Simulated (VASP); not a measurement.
# Na (Fm-3m) in VASP: notebook

Runs on Na. Level: PBE. Tasks: single point, relaxation of cell and atoms.

Everything below comes from runs of VASP 6.6.1. Logs are shortened: lines on timing, memory, paths and dates and some standing lists are left out, and cuts for length are marked.

## Step 1: The cell of the first run

It takes space group Fm-3m (No. 225, cubic). The conventional cell has a = 4.191 Å, b = 4.191 Å, c = 4.191 Å, α = 90.00°, β = 90.00°, γ = 90.00°. Within 3.9 Å of Na (site symmetry m-3m) lie 12 Na at 2.96 Å.

## Step 2: Single point, PBE

Input file INCAR:

```
SYSTEM = Na
  ALGO = Normal
  EDIFF = 1E-6
  ENCUT = 500
  GGA = PE
  GGA_COMPAT = .False.
  ISIF = 2
  ISMEAR = -1
  LASPH = .True.
  LCHARG = .False.
  LREAL = .False.
  LWAVE = .False.
  NBANDS = 10
  NELM = 120
  PREC = Accurate
  SIGMA = 0.1
```

Input file KPOINTS:

```
k-points
0
Gamma
  16 16 16
  0 0 0
```

Input file POSCAR:

```
Na
1.0
    0.0000000000      2.0955652286      2.0955652286
    2.0955652286      0.0000000000      2.0955652286
    2.0955652286      2.0955652286      0.0000000000
Na
1
Direct
    0.0000000000      0.0000000000      0.0000000000
```

Potentials or basis: VASP PAW PBE potentials, release 64 (Na_pv).

Command:

```sh
$ cat potpaw_PBE.64/Na_pv/POTCAR > POTCAR
$ mpirun -np 1 vasp_std > vasp.out
```

OUTCAR:

```text
SYSTEM = Na
   EDIFF = 1E-6
   ENCUT = 500
   GGA = PE
   ISIF = 2
   ISMEAR = -1
   LASPH = .True.
   LREAL = .False.
   NELM = 120
   PREC = Accurate

 ion  position               nearest neighbor table
   1  0.000  0.000  0.000-

  LATTYP: Found a face centered cubic cell.
 ALAT       =     4.1911304572

  Lattice vectors:

 A1 = (   0.0000000000,   2.0955652286,   2.0955652286)
 A2 = (   2.0955652286,   0.0000000000,   2.0955652286)
 A3 = (   2.0955652286,   2.0955652286,   0.0000000000)

Analysis of symmetry for initial positions (statically):
=====================================================================
 Subroutine PRICEL returns:
 Original cell was already a primitive cell.

 Routine SETGRP: Setting up the symmetry group for a
 face centered cubic supercell.

 Subroutine GETGRP returns: Found 48 space group operations
 (whereof 48 operations were pure point group operations)
 out of a pool of 48 trial point group operations.

The static configuration has the point symmetry O_h .

Analysis of symmetry for dynamics (positions and initial velocities):
=====================================================================
 Subroutine PRICEL returns:
 Original cell was already a primitive cell.

 Routine SETGRP: Setting up the symmetry group for a
 face centered cubic supercell.

 Subroutine GETGRP returns: Found 48 space group operations
 (whereof 48 operations were pure point group operations)
 out of a pool of 48 trial point group operations.

The dynamic configuration has the point symmetry O_h .

 Subroutine INISYM returns: Found 48 space group operations
 (whereof 48 operations are pure point group operations),
 and found     1 'primitive' translations

----------------------------------------------------------------------------------------

                                     Primitive cell

  volume of cell :      18.4049

  direct lattice vectors                    reciprocal lattice vectors
     0.000000000  2.095565229  2.095565229    -0.238599111  0.238599111  0.238599111
     2.095565229  0.000000000  2.095565229     0.238599111 -0.238599111  0.238599111
     2.095565229  2.095565229  0.000000000     0.238599111  0.238599111 -0.238599111

  length of vectors
     2.963576767  2.963576767  2.963576767     0.413265782  0.413265782  0.413265782

  position of ions in fractional coordinates (direct lattice)
     0.000000000  0.000000000  0.000000000

  ion indices of the primitive-cell ions
   primitive index   ion index
                 1           1

----------------------------------------------------------------------------------------

 KPOINTS: k-points

Automatic generation of k-mesh.
 Grid dimensions read from file:
 generate k-points for:   16   16   16

 Generating k-lattice:

  Cartesian coordinates                     Fractional coordinates (reciprocal lattice)
    -0.014912444  0.014912444  0.014912444     0.062500000  0.000000000  0.000000000
     0.014912444 -0.014912444  0.014912444     0.000000000  0.062500000  0.000000000
     0.014912444  0.014912444 -0.014912444     0.000000000  0.000000000  0.062500000

  Length of vectors
     0.025829111  0.025829111  0.025829111

  Shift w.r.t. Gamma in fractional coordinates (k-lattice)
     0.000000000  0.000000000  0.000000000

 Subroutine IBZKPT returns following result:
 ===========================================

 Found    145 irreducible k-points:

 Following reciprocal coordinates:
            Coordinates               Weight
  0.000000  0.000000  0.000000      1.000000
  0.062500  0.000000  0.000000      8.000000
  0.125000  0.000000  0.000000      8.000000
  0.187500  0.000000  0.000000      8.000000
  0.250000  0.000000  0.000000      8.000000
  0.312500  0.000000  0.000000      8.000000
[... 16 lines left out ...]
 -0.125000  0.062500  0.000000     24.000000
 -0.062500  0.062500  0.000000     12.000000
 [... further k-points ...]
   k-points           NKPTS =    145   k-points in BZ     NKDIM =    145   number of bands    NBANDS=     10
   number of dos      NEDOS =    301   number of ions     NIONS =      1
   total plane-waves  NPLWV =  13824
   dimension x,y,z NGX =    24 NGY =   24 NGZ =   24
   dimension x,y,z NGXF=    48 NGYF=   48 NGZF=   48
   ions per type =               1
   NGX,Y,Z   is equivalent  to a cutoff of  13.46, 13.46, 13.46 a.u.
   NGXF,Y,Z  is equivalent  to a cutoff of  26.93, 26.93, 26.93 a.u.
 SYSTEM =  Na
   PREC   = accura    normal or accurate (medium, high low for compatibility)
   ISTART =      0    job   : 0-new  1-cont  2-samecut
   ICHARG =      2    charge: 1-file 2-atom 10-const
   ISPIN  =      1    spin polarized calculation?
   LNONCOLLINEAR =      F non collinear calculations
   LSORBIT =      F    spin-orbit coupling
   LASPH  =      T    aspherical Exc in radial PAW
   ENCUT  =  500.0 eV  36.75 Ry    6.06 a.u.   5.40  5.40  5.40*2*pi/ulx,y,z
   NELM   =    120;   NELMIN=  2; NELMDL= -5     # of ELM steps
   EDIFF  = 0.1E-05   stopping-criterion for ELM
   LREAL  =      F    real-space projection
   EDIFFG = 0.1E-04   stopping-criterion for IOM
   NSW    =      0    number of steps for IOM
   IBRION =     -1    ionic relax: 0-MD 1-quasi-New 2-CG
   NFREE  =      0    steps in history (QN), initial steepest desc. (CG)
   ISIF   =      2    stress and relaxation
   ISYM   =      2    0-nonsym 1-usesym 2-fastsym
   POTIM  = 0.5000    time-step for ionic-motion
   TEBEG  =    0.0;   TEEND  =   0.0 temperature during run
   PSTRESS=    0.0 pullay stress
   NELECT =       7.0000    total number of electrons
   NUPDOWN=      -1.0000    fix difference up-down
   EMIN   =  10.00;   EMAX   =-10.00  energy-range for DOS
   EFERMI =   0.00;   METHOD = LEGACY
   ISMEAR =    -1;   SIGMA  =   0.10  broadening in eV -4-tet -1-fermi 0-gaus
   EFERMI_NEDOS =   21; number of points for ismear=-14 and -15
   IALGO  =     38    algorithm
   IMIX   =      4    mixing-type and parameters
     AMIX     =   0.40;   BMIX     =  1.00
     AMIX_MAG =   1.60;   BMIX_MAG =  1.00
  volume/ion in A,a.u.               =      18.40       124.20
  Fermi-wavevector in a.u.,A,eV,Ry     =   1.186123  2.241447 19.141864  1.406887
  Thomas-Fermi vector in A             =   2.322302
   LORBIT       =      0    0 simple, 1 ext, 2 COOP (PROOUT), +10 PAW based schemes
   GGA     = PE    functional components
   LHFCALC =     F    Hartree Fock is set to
   AEXX    =    0.0000 exact exchange contribution
   IVDW    =     0    specifies the selected vdW correction
   LEPSILON=     F    determine dielectric tensor
   LRPA    =     F    only Hartree local field effects (RPA)
 non-spin polarized calculation
  energy-cutoff  :      500.00
  volume of cell :       18.40
 maximum number of plane-waves:       489
 NGX is ok and might be reduce to    24
   NGX = 11   NGY = 11   NGZ = 11

 number of electron       7.0000009 magnetization

 Free energy of the ion-electron system (eV)
  ---------------------------------------------------
  ext. energy  EPLUGINS =         0.00000000
  ---------------------------------------------------
  free energy    TOTEN  =        -0.65535585 eV

  energy without entropy =       -0.64540233  energy(sigma->0) =       -0.65037909

 E-fermi :   3.4345     XC(G=0):  -8.6737

 val. band max:        3.3946688887   @ k =   0.5000   0.2500   0.0625
 cond. band min:       3.5509437707   @ k =   0.5000   0.3750   0.1250
 fundamental gap:      0.1562748820
 Fermi energy:         3.4344741095

 k-point     1 :       0.0000    0.0000    0.0000
  band No.  band energies     occupation
      1     -21.4726      2.00000
      2     -21.4726      2.00000
      3     -21.4726      2.00000
      4      -1.7195      2.00000
      5      19.3610      0.00000
      6      19.3610      0.00000
      7      19.3610      0.00000
      8      21.2170      0.00000
      9      23.7529      0.00000
     10      23.7529      0.00000

 k-point     2 :       0.0625    0.0000    0.0000
  band No.  band energies     occupation
      1     -21.4861      2.00000
      2     -21.4741      2.00000
      3     -21.4741      2.00000
      4      -1.6102      2.00000
      5      17.9234      0.00000
      6      19.2921      0.00000
      7      19.2921      0.00000
      8      21.9937      0.00000
      9      23.7441      0.00000
     10      23.8047      0.00000

 k-point     3 :       0.1250    0.0000    0.0000
  band No.  band energies     occupation
      1     -21.5241      2.00000
      2     -21.4784      2.00000
      3     -21.4784      2.00000
      4      -1.2852      2.00000
      5      15.7868      0.00000
      6      19.1040      0.00000
      7      19.1040      0.00000
      8      21.7066      0.00000
      9      23.6186      0.00000
     10      23.6186      0.00000

 k-point     4 :       0.1875    0.0000    0.0000
  band No.  band energies     occupation
      1     -21.5804      2.00000
      2     -21.4848      2.00000
      3     -21.4848      2.00000
      4      -0.7529      2.00000
      5      13.6456      0.00000
      6      18.8389      0.00000
      7      18.8389      0.00000
      8      21.0481      0.00000
      9      23.2910      0.00000
     10      23.2910      0.00000
[... 222 lines left out ...]
 k-point    22 :      -0.1875    0.0625    0.0000
  band No.  band energies     occupation
      1     -21.6045      2.00000
      2     -21.4991      2.00000
      3     -21.4839      2.00000
      4      -0.4389      2.00000
      5      12.9741      0.00000
      6      17.0728      0.00000
      7      19.5793      0.00000
      8      21.7289      0.00000
      9      21.9410      0.00000
     10      23.7262      0.00000

 k-point    23 :      -0.1250    0.0625    0.0000
  band No.  band energies     occupation
      1     -21.5469      2.00000
      2     -21.4900      2.00000
      3     -21.4779      2.00000
      4      -1.0354      2.00000
      5      15.0072      0.00000
      6      17.5669      0.00000
      7      19.7666      0.00000
      8      22.2814      0.00000
      9      22.3099      0.00000
     10      23.6621      0.00000

 k-point    24 :      -0.0625    0.0625    0.0000
  band No.  band energies     occupation
      1     -21.5051      2.00000
      2     -21.4812      2.00000
      3     -21.4745      2.00000
      4      -1.4291      2.00000
      5      16.8458      0.00000
      6      18.3171      0.00000
      7      19.6247      0.00000
      8      22.6586      0.00000
      9      22.9681      0.00000
     10      23.1621      0.00000

 [... further k-points ...]
[... 5 lines left out ...]
  --------------------------------------------------------------------------------------
  -------------------------------------------------------------------------------------
  Total        2.2815448      2.2815448      2.2815448     -0.0000000      0.0000000      0.0000000
  in kB      198.6122530    198.6122530    198.6122530     -0.0000000      0.0000000      0.0000000
  external PRESSURE =     198.6122530 kB  Pullay stress =       0.0000000 kB

 VOLUME and BASIS-vectors are now :
 -----------------------------------------------------------------------------
  energy-cutoff  :      500.00
  volume of cell :       18.40
      direct lattice vectors                 reciprocal lattice vectors
     0.000000000  2.095565229  2.095565229    -0.238599111  0.238599111  0.238599111
     2.095565229  0.000000000  2.095565229     0.238599111 -0.238599111  0.238599111
     2.095565229  2.095565229  0.000000000     0.238599111  0.238599111 -0.238599111

 POSITION                                       TOTAL-FORCE (eV/Angst)
 -----------------------------------------------------------------------------------
      0.00000      0.00000      0.00000         0.000000      0.000000      0.000000
 -----------------------------------------------------------------------------------
    total drift:                               -0.000000     -0.000000     -0.000000

  FREE ENERGIE OF THE ION-ELECTRON SYSTEM (eV)
  ---------------------------------------------------
  free  energy   TOTEN  =        -0.6553558496 eV

  energy  without entropy=       -0.6454023303  energy(sigma->0) =       -0.65037909
```

Wall time 21 s (1 thread of AMD EPYC 7R43 (Zen 3), shared host); peak memory 0.11 GiB.

What came out:

```
Free energy : -0.6554 eV
Pressure    : 19.9 GPa
```

## Step 3: Relaxation of cell and atoms, PBE, target pressure 20 GPa, at which the enthalpy is minimised

This run uses another cell than the first one, of 18.30 Å³/atom, 0.994 times its volume.

Input file INCAR:

```
PREC = Accurate ; ENCUT = 500
EDIFF = 1E-7 ; ISMEAR = -1
SIGMA = 0.1 ; LREAL = False
LASPH = True ; NELM = 120
ALGO = Normal ; ISIF = 3
LWAVE = False ; LCHARG = False
GGA = PE ; IBRION = 2
NSW = 60 ; EDIFFG = -0.005
PSTRESS = 200.0 ; GGA_COMPAT = False
NELMIN = 4
```

Input file KPOINTS:

```
regular mesh
0
Gamma
  16 16 16
```

Input file POSCAR:

```
Na
1.0
    0.0000000000      2.0915442293      2.0915442293
    2.0915442293      0.0000000000      2.0915442293
    2.0915442293      2.0915442293      0.0000000000
Na
1
Direct
    0.0000000000      0.0000000000      0.0000000000
```

Potentials or basis: VASP PAW PBE potentials, release 64 (Na_pv).

Command:

```sh
$ cat potpaw_PBE.64/Na_pv/POTCAR > POTCAR
$ mpirun -np 1 vasp_std > vasp.out
```

It took 34 s on 1 thread of AMD EPYC 7R43 (Zen 3), shared host; peak memory 0.1 GiB.

The run converged. Its results:

| Item | Value |
| --- | --- |
| Free energy | -0.6565 eV |
| Relaxed volume | 18.41 Å³/atom |
| Relaxed cell | a = 2.964 Å, b = 2.964 Å, c = 2.964 Å, α = 60.00°, β = 60.00°, γ = 60.00° |
| Space group after relaxing (to 0.05 Å) | Fm-3m (No. 225) |
| Energy change on relaxing (the enthalpy is what falls) | -14.5 meV/atom |
| Ionic steps | 3 |
| Pressure after relaxing | 20.0 GPa |

The path:
```tsv
step	energy change (eV)	largest force (eV/Å)	pressure (GPa)	volume (Å³)
1	0.0000	0.0000	20.42	18.30
2	-0.0161	0.0000	19.96	18.43
3	-0.0145	0.0000	20.00	18.41
```

Final structure:
```
Na
1.0
     0.00000    2.09591    2.09591
     2.09591    0.00000    2.09591
     2.09591    2.09591    0.00000
Na
1
Direct
  0.00000 0.00000 0.00000
```

Levels at points of the mesh, in eV from the Fermi level:
| k point | band 2 | band 3 | band 4 | band 5 | band 6 | band 7 |
| --- | --- | --- | --- | --- | --- | --- |
| (0.00, 0.00, 0.00) | -24.91 | -24.91 | -5.15 | 15.92 | 15.92 | 15.92 |
| (0.50, 0.00, 0.00) | -24.95 | -24.95 | 0.67 | 1.71 | 14.38 | 14.38 |
| (0.50, 0.50, 0.00) | -25.02 | -25.02 | 2.83 | 3.02 | 8.28 | 11.53 |

Caveat: the cell is relaxed towards a set pressure, so the enthalpy falls and the energy may rise.

## Step 4: Relaxation of cell and atoms, PBE, target pressure 20 GPa, at which the enthalpy is minimised

Input file INCAR:

```
PREC = Accurate ; ENCUT = 500
EDIFF = 1E-7 ; ISMEAR = -1
SIGMA = 0.1 ; LREAL = F
LASPH = T ; NELM = 120
ALGO = Normal ; ISIF = 3
LWAVE = F ; LCHARG = F
GGA = PE ; IBRION = 2
NSW = 32 ; EDIFFG = -0.005
PSTRESS = 200.0 ; GGA_COMPAT = F
NELMIN = 4
```

Input file KPOINTS:

```
Automatic mesh
0
Gamma
  16 16 16
```

Input file POSCAR:

```
Na
1.0
    0.0000000000      2.0955652286      2.0955652286
    2.0955652286      0.0000000000      2.0955652286
    2.0955652286      2.0955652286      0.0000000000
Na
1
Direct
    0.0000000000      0.0000000000      0.0000000000
```

Command:

```sh
$ cat potpaw_PBE.64/Na_pv/POTCAR > POTCAR
$ mpirun -np 1 vasp_std > vasp.out
```

Wall time 17 s (1 thread of AMD EPYC 7R43 (Zen 3), shared host); peak memory 0.1 GiB.

Results (log left out):

```yaml
Free_energy: -0.6554 eV
Pressure_after_relaxing: 20.0 GPa
```

Final structure:
```yaml
crystal:
  lattice:
    - [0.00000, 2.09557, 2.09557]
    - [2.09557, 0.00000, 2.09557]
    - [2.09557, 2.09557, 0.00000]
  atoms:
    - { symbol: Na, position: [0.00000, 0.00000, 0.00000] }
```

Levels at points of the mesh, in eV from the Fermi level:
```csv
k point,band 1,band 2,band 3,band 4,band 5,band 6,band 7
"(0.00, 0.00, 0.00)",-24.91,-24.91,-24.91,-5.15,15.93,15.93,15.93
"(0.50, 0.00, 0.00)",-25.25,-24.95,-24.95,0.67,1.71,14.38,14.38
"(0.50, 0.50, 0.00)",-25.22,-25.02,-25.02,2.83,3.02,8.28,11.53
```

Caveat: the relaxation stopped at its first step, so nothing moved; the cell is relaxed towards a set pressure, so the enthalpy falls and the energy may rise.

## Step 5: Summary

```tsv
task	cell	gap on the mesh (eV)	pressure (GPa)
single point	a = 2.964 Å, angles 60.0°, 1 atom	none	19.9
relaxation of cell and atoms	relaxed to 20 GPa from a = 2.958 Å, angles 60.0°, 1 atom	none	20.0
relaxation of cell and atoms	relaxed to 20 GPa from a = 2.964 Å, angles 60.0°, 1 atom	none	20.0
```

Alike in all rows: level PBE; potentials or basis VASP PAW PBE potentials, release 64 (Na_pv); no spin polarisation; k mesh 16 × 16 × 16; cutoff (eV) 500; smearing fermi-dirac 0.1 eV.

Caveats: the cell is relaxed towards a set pressure, so the enthalpy falls and the energy may rise (some runs); the relaxation stopped at its first step, so nothing moved (some runs).

Absolute energies hang on the potentials; compare differences alone.
